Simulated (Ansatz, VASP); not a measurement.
## One calculation of GaN, two programs

```xyz
4
Lattice="3.1800 0.0000 0.0000 -1.5900 2.7540 0.0000 0.0000 0.0000 5.1660" Properties=species:S:1:pos:R:3 pbc="T T T"
Ga    0.0000    1.8360    0.0000
Ga    1.5900    0.9180    2.5830
N     0.0900    1.8360    1.9373
N     1.5900    0.9180    4.5203
```

Change from the starting cell: one atom moved.

Alike in both runs: task single point; functional PBE; k mesh 12 × 12 × 6; occupations gaussian, width 0.02 eV; no spin polarisation.

|  | VASP | Ansatz |
| --- | --- | --- |
| version | VASP 6.6.1 | Ansatz 0.2.0 |
| potentials or method | VASP PAW PBE potentials, release 64 (Ga_d, N), cutoff 520 eV | scalar-relativistic, plane waves, PAW |
| valence electrons in the cell | 36 | 36 |

VASP gave:

| Quantity | Value |
| --- | --- |
| gap on the k mesh at the Fermi level (eV) | 1.92 |
| least direct gap on the mesh (eV) | 1.92 |
| pressure (GPa) | 7.8 |
| traceless stress, the component that is largest in VASP (GPa) | -3.14 |
| rms of the force components (eV/Å) | 0.478 |

Task: What did Ansatz give for the same quantities?

Result: gap on the k mesh at the Fermi level (eV): 1.91; least direct gap on the mesh (eV): 1.91; pressure (GPa): 7.7; traceless stress, the component that is largest in VASP (GPa): -3.19; rms of the force components (eV/Å): 0.486.

Atom by atom the forces differ by 0.008 eV/Å (rms over components). With one functional, cell and mesh, what is left measures potentials, basis and numerics.
